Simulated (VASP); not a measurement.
# GaN (P6_3mc) in VASP: a series of runs, part 2 of 3

VASP 6.6.1.

## 3. Vibrations by perturbation theory, PBEsol

This run uses another cell than the first one, of 11.37 Å³/atom.

INCAR

```
SYSTEM = GaN
PREC = Accurate
ENCUT = 520
EDIFF = 1E-8
ISMEAR = 0
SIGMA = 0.01
LREAL = .FALSE.
LASPH = .TRUE.
NELM = 60
ALGO = Normal
ISIF = 2
LWAVE = .FALSE.
LCHARG = .FALSE.
GGA = PS
IBRION = 8
NSW = 1
```

KPOINTS

```
Automatic mesh
0
G
  8 8 4
  0 0 0
```

POSCAR

```
GaN
1.0
    3.1825745955      0.0000000000      0.0000000000
   -1.5912872977      2.7561904491      0.0000000000
    0.0000000000      0.0000000000      5.1854102025
Ga N
2 2
Direct
    0.3333333333      0.6666666667     -0.0008061560
    0.6666666667      0.3333333333      0.4991938440
    0.3333333333      0.6666666667      0.3758061560
    0.6666666667      0.3333333333      0.8758061560
```

Potentials or basis: VASP PAW PBE potentials, release 64 (Ga_d, N).

Launch:

```bash
> cat potpaw_PBE.64/Ga_d/POTCAR potpaw_PBE.64/N/POTCAR > POTCAR
> mpirun -np 1 vasp_std > vasp.out
```

OUTCAR:

```text
SYSTEM = GaN
   PREC = Accurate
   ENCUT = 520
   EDIFF = 1E-8
   ISMEAR = 0
   LREAL = .FALSE.
   LASPH = .TRUE.
   NELM = 60
   ISIF = 2
   GGA = PS
   IBRION = 8
   NSW = 1

 ion  position               nearest neighbor table
   1  0.333  0.667  0.999-   4 1.95   4 1.95   4 1.95   3 1.95
   2  0.667  0.333  0.499-   3 1.95   3 1.95   3 1.95   4 1.95
   3  0.333  0.667  0.376-   2 1.95   2 1.95   2 1.95   1 1.95
   4  0.667  0.333  0.876-   1 1.95   1 1.95   1 1.95   2 1.95

  LATTYP: Found a hexagonal cell.
 ALAT       =     3.1825745955
 C/A-ratio  =     1.6293130128

  Lattice vectors:

 A1 = (   3.1825745955,   0.0000000000,   0.0000000000)
 A2 = (  -1.5912872977,   2.7561904491,   0.0000000000)
 A3 = (   0.0000000000,   0.0000000000,   5.1854102025)

Analysis of symmetry for initial positions (statically):
=====================================================================
 Subroutine PRICEL returns:
 Original cell was already a primitive cell.

 Routine SETGRP: Setting up the symmetry group for a
 hexagonal supercell.

 Subroutine GETGRP returns: Found 12 space group operations
 (whereof  6 operations were pure point group operations)
 out of a pool of 24 trial point group operations.

The static configuration has the point symmetry C_3v.
 The point group associated with its full space group is C_6v.

Analysis of symmetry for dynamics (positions and initial velocities):
=====================================================================
 Subroutine PRICEL returns:
 Original cell was already a primitive cell.

 Routine SETGRP: Setting up the symmetry group for a
 hexagonal supercell.

 Subroutine GETGRP returns: Found 12 space group operations
 (whereof  6 operations were pure point group operations)
 out of a pool of 24 trial point group operations.

The dynamic configuration has the point symmetry C_3v.
 The point group associated with its full space group is C_6v.

 Subroutine INISYM returns: Found 12 space group operations
 (whereof  6 operations are pure point group operations),
 and found     1 'primitive' translations

----------------------------------------------------------------------------------------

                                     Primitive cell

  volume of cell :      45.4853

[... 760 lines left out ...]
  external PRESSURE =      -2.2220690 kB  Pullay stress =       0.0000000 kB

 VOLUME and BASIS-vectors are now :
 -----------------------------------------------------------------------------
  energy-cutoff  :      520.00
  volume of cell :       45.49
      direct lattice vectors                 reciprocal lattice vectors
     3.182574596  0.000000000  0.000000000     0.314211017  0.181409815  0.000000000
    -1.591287298  2.756190449  0.000000000     0.000000000  0.362819630  0.000000000
     0.000000000  0.000000000  5.185410202     0.000000000  0.000000000  0.192848774

 POSITION                                       TOTAL-FORCE (eV/Angst)
 -----------------------------------------------------------------------------------
     -0.00000      1.83746      5.18123         0.000000     -0.000000     -0.000192
      1.59129      0.91873      2.58852        -0.000000      0.000000     -0.000192
     -0.00000      1.83746      1.94871        -0.000000      0.000000      0.000192
      1.59129      0.91873      4.54141         0.000000     -0.000000      0.000192
 -----------------------------------------------------------------------------------
    total drift:                               -0.000001     -0.000001     -0.000606

  FREE ENERGIE OF THE ION-ELECTRON SYSTEM (eV)
  ---------------------------------------------------
  free  energy   TOTEN  =       -26.2680210458 eV

  energy  without entropy=      -26.2680210458  energy(sigma->0) =      -26.26802105

[... ionic steps 2 to 9 ...]

--------------------------------------- Ionic step       10  -------------------------------------------

------------------------ aborting loop because EDIFF is reached ----------------------------------------

[... ionic steps 11 to 11 ...]

--------------------------------------- Ionic step       12  -------------------------------------------

 Free energy of the ion-electron system (eV)
  ---------------------------------------------------
  ---------------------------------------------------
  free energy    TOTEN  =        -0.24691071 eV

  energy without entropy =       -0.24691071

------------------------ aborting loop because EDIFF is reached ----------------------------------------

 INTERNAL STRAIN TENSOR  FOR ION    3  DIRECTION 3   (eV/Angst):
 -----------------------------------------------------------------------------
     5.12227  0.00000  0.00000
     0.00000  5.12227  0.00000
    -0.00000 -0.00000 -9.65339

 INTERNAL STRAIN TENSOR FOR ION    4 for displacements in x,y,z  (eV/Angst):
          X           Y           Z          XY          YZ          ZX
  --------------------------------------------------------------------------------
  x     0.00000    -0.00000    -0.00000     9.18969     0.00000     5.11984
  y     9.18969    -9.18969     0.00000    -0.00000     5.41486     0.00000
  z     5.12227     5.12227    -9.65339     0.00000     0.00000     0.00000

 SECOND DERIVATIVES (NOT SYMMETRIZED)
 ------------------------------------
               1X          1Y          1Z          2X          2Y          2Z          3X          3Y          3Z          4X          4Y          4Z
  1X   -12.971397   -0.000000   -0.000000    0.413959    0.000000   -0.000000    1.019349    0.000000   -0.000000   11.538089    0.000000    0.000000
  1Y    -0.000000  -12.971397    0.000000    0.000000    0.413959    0.000000    0.000000    1.019349    0.000000    0.000000   11.538089   -0.000000
  1Z     0.000000    0.000000  -19.660039    0.000000    0.000000    8.165511    0.000000    0.000000    6.736562    0.000000   -0.000000    4.757966
  2X     0.413959    0.000000    0.000000  -12.971397   -0.000000    0.000000   11.538089    0.000000    0.000000    1.019349    0.000000    0.000000
  2Y     0.000000    0.413959   -0.000000   -0.000000  -12.971397    0.000000    0.000000   11.538089    0.000000    0.000000    1.019349   -0.000000
  2Z     0.000000    0.000000    8.165511    0.000000   -0.000000  -19.660039   -0.000000    0.000000    4.757966    0.000000    0.000000    6.736562
  3X     1.027677    0.000000    0.000000   11.544982    0.000000    0.000000  -13.216797   -0.000000    0.000000    0.644138    0.000000    0.000000
  3Y     0.000000    1.027677    0.000000    0.000000   11.544982    0.000000   -0.000000  -13.216797    0.000000    0.000000    0.644138    0.000000
  3Z    -0.000000    0.000000    6.725591    0.000000    0.000000    4.795576    0.000000    0.000000  -17.550834    0.000000    0.000000    6.029666
  4X    11.544982    0.000000    0.000000    1.027677    0.000000   -0.000000    0.644138    0.000000    0.000000  -13.216797   -0.000000   -0.000000
  4Y     0.000000   11.544982   -0.000000    0.000000    1.027677    0.000000    0.000000    0.644138   -0.000000   -0.000000  -13.216797    0.000000
  4Z    -0.000000    0.000000    4.795576    0.000000    0.000000    6.725591   -0.000000    0.000000    6.029666   -0.000000   -0.000000  -17.550834

 Eigenvectors and eigenvalues of the dynamical matrix
 ----------------------------------------------------

   1 f  =   20.306681 THz   127.590640 2PiTHz  677.357970 cm-1    83.981647 meV
             X         Y         Z           dx          dy          dz
     -0.000000  1.837460  5.181230    -0.000000   -0.000000    0.034295
      1.591287  0.918730  2.588525    -0.000000   -0.000000   -0.034295
     -0.000000  1.837460  1.948709    -0.000000   -0.000000   -0.706275
      1.591287  0.918730  4.541414     0.000000    0.000000    0.706275
[... 71 lines left out ...]
  12 f/i=    0.006706 THz     0.042134 2PiTHz    0.223683 cm-1     0.027733 meV
             X         Y         Z           dx          dy          dz
     -0.000000  1.837460  5.181230    -0.000000    0.000000    0.645405
      1.591287  0.918730  2.588525    -0.000000    0.000000    0.645405
     -0.000000  1.837460  1.948709    -0.000000    0.000000    0.288882
      1.591287  0.918730  4.541414    -0.000000    0.000000    0.288882

--------------------------------------------------------------------------------------------------------

 ELASTIC MODULI CONTR FROM IONIC RELAXATION (kBar)
 Direction    XX          YY          ZZ          XY          YZ          ZX
 --------------------------------------------------------------------------------
 XX        -591.9503    270.7876    302.0131     -0.0000      0.0000      0.0000
 YY         270.7876   -591.9503    302.0131     -0.0000     -0.0000     -0.0000
 ZZ         302.0131    302.0131   -568.0105      0.0000     -0.0000      0.0000
 XY          -0.0000     -0.0000      0.0000   -431.3689      0.0000     -0.0000
 YZ           0.0000      0.0000     -0.0000      0.0000   -139.6134     -0.0000
 ZX          -0.0000     -0.0000      0.0000     -0.0000     -0.0000   -151.7592
 --------------------------------------------------------------------------------
```

OSZICAR:

```text
N       E                     dE             d eps       ncg     rms          rms(c)
DAV:   1     0.276168462399E+03    0.27617E+03   -0.18626E+04  1368   0.307E+03
DAV:   2     0.591737720836E+01   -0.27025E+03   -0.26193E+03  1446   0.530E+02
DAV:   3    -0.283825030153E+02   -0.34300E+02   -0.33932E+02  1512   0.155E+02
DAV:   4    -0.298922091880E+02   -0.15097E+01   -0.15048E+01  1868   0.339E+01
[... 93 lines left out ...]
RMM:   9    -0.246910896805E+00    0.41547E-06    0.68680E-07  2766   0.103E-03    0.758E-05
RMM:  10    -0.246910494361E+00    0.40244E-06    0.13142E-07  2991   0.386E-04    0.221E-05
RMM:  11    -0.246910676891E+00   -0.18253E-06   -0.35589E-09  3008   0.129E-04    0.904E-06
RMM:  12    -0.246910708234E+00   -0.31343E-07    0.52877E-08  2826   0.705E-05    0.589E-06
RMM:  13    -0.246910712052E+00   -0.38185E-08   -0.17236E-08  3092   0.281E-05    0.349E-06
 Linear response finished
```

Wall time 16 min (1 thread of Intel Xeon 8259CL, shared host); peak memory 0.43 GiB.

What came out:

```
Highest phonon frequency at Γ, LO-TO splitting left out : 677 cm⁻¹
```

Phonon frequencies in cm⁻¹ (negative: imaginary):
```tsv
q point	frequencies
(0.000, 0.000, 0.000)	0 0 0 137 137 328 518 541 541 550 550 677
```

Caveat: the PAW data sets were made with another functional, which shifts forces and pressure a little.

(Continued in part 3 of 3.)
